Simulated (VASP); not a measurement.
# NiO: single point with PBE

The system is NiO.

```xyz
2
Lattice="0.0000 2.0859 2.0859 2.0859 0.0000 2.0859 2.0859 2.0859 0.0000" Properties=species:S:1:pos:R:3 pbc="T T T"
Ni    0.0000    0.0000    0.0000
O     2.0859    2.0859    2.0859
```

```yaml
Program: VASP 6.6.1
Task: single point
Functional: PBE
Potentials_or_basis: VASP PAW PBE potentials, release 64 (Ni, O)
Cutoff: 520 eV
k_mesh: 11 × 11 × 11
Occupations: gaussian, width 0.015 eV
Spin: collinear spin, ferromagnetic start
Starting_moments: "[1.0, 0.0] μB"
Dipole_correction: no
Further_INCAR_settings: ALGO = Normal; EDIFF = 1e-06; NBANDS = 19
```

* Pressure: 6.2 GPa
* Net moment: 1.78 μB per cell
* Site moments: Ni +1.46; O +0.28 μB
* Valence electrons inside the program's atomic spheres: Ni 8.99; O 4.98

Levels at points of the mesh, in eV from the Fermi level:
Spin up:
| k point | band 5 | band 6 | band 7 | band 8 | band 9 | band 10 | band 11 | band 12 | band 13 | band 14 |
| --- | --- | --- | --- | --- | --- | --- | --- | --- | --- | --- |
| (0.00, 0.00, 0.00) | -2.97 | -2.97 | -2.66 | -2.66 | -2.66 | 1.58 | 17.90 | 18.97 | 18.97 | 18.97 |
Spin down:
| k point | band 4 | band 5 | band 6 | band 7 | band 8 | band 9 | band 10 | band 11 |
| --- | --- | --- | --- | --- | --- | --- | --- | --- |
| (0.00, 0.00, 0.00) | -2.44 | -1.84 | -1.84 | -1.84 | -0.58 | -0.58 | 1.94 | 17.83 |

Run time: 87 s on 1 thread of AMD EPYC 7R43 64-Core Processor (Zen 3), on a shared host, peak memory 0.12 GiB.

Caveat: a cell with one magnetic atom can't hold antiferromagnetic order, which such compounds often take; semilocal functionals often make such compounds metallic where correlation or magnetic order opens a gap, which also shifts bond lengths. With open d or f shells a metallic result of PBE can be an artefact of self-interaction; +U or a hybrid may open a gap.
